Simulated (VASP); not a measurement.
Runs of VASP 6.6.1 on Be2ZnSe3. The structure is that of space group P6/mmm (No. 191), or close to it. The cells are those of the table. 

| task | cell | k mesh | cutoff (eV) | gap on the mesh (eV) | pressure (GPa) | relaxed volume (Å³/atom) |
| --- | --- | --- | --- | --- | --- | --- |
| relaxation of cell and atoms | relaxed from a = 6.945, b = 6.945, c = 2.834 Å, angles 90.0, 90.0, 120.0°, 6 atoms | 6 × 6 × 14 | 600 | none | 0.0 | 19.72 |
| relaxation of cell and atoms | relaxed from a = 6.047, b = 6.047, c = 3.396 Å, angles 90.0, 90.0, 120.0°, 6 atoms | 6 × 6 × 12 | 600 | none | 0.0 | 19.75 |
| single point | a = 6.953, b = 6.953, c = 2.826 Å, angles 90.0, 90.0, 120.0°, 6 atoms | 6 × 6 × 14 | 520 | none | 0.1 | - |
| single point | a = 6.047, b = 6.047, c = 3.396 Å, angles 90.0, 90.0, 120.0°, 6 atoms | 3 × 3 × 6 | 520 | none | (a) | - |
| single point | a = 6.945, b = 6.945, c = 2.834 Å, angles 90.0, 90.0, 120.0°, 6 atoms | 6 × 6 × 12 | 520 | none | 0.1 | - |

Alike in all rows: level PBE; potentials or basis VASP PAW PBE potentials, release 64 (Be, Zn, Se); no spin polarisation; smearing gaussian 0.1 eV.

Task: Fill in the values left out.

Result: (a) 2.8.

Caveats: some runs use coarse meshes.

A k mesh can miss the band edges, and the runs leave out spin-orbit coupling on Se.

A gap of «none» marks levels without a gap at the run's occupations.
